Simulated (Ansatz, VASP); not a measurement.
**Two plane-wave programs on Ca**

```
Ca
1.0
    -2.25974    2.25974    2.25974
     2.25974   -2.25974    2.25974
     2.25974    2.25974   -2.25974
Ca
1
Direct
  0.00000 0.00000 0.00000
```

Alike in both runs: task single point; functional r2SCAN; k mesh 9 × 9 × 9; no spin polarisation.

|  | VASP | Ansatz |
| --- | --- | --- |
| version | VASP 6.6.1 | Ansatz 0.2.0 |
| potentials or method | VASP PAW PBE potentials, release 64 (Ca_sv), cutoff 520 eV | plane waves, PAW |
| occupations | methfessel-paxton of order 1, width 0.1 eV | cold |
| valence electrons in the cell | 10 | 10 |

```csv
,VASP,Ansatz,Ansatz less VASP
pressure (GPa),-1.0,-1.0,-0.03
```

VASP's potentials were made for PBE, not for r2SCAN.
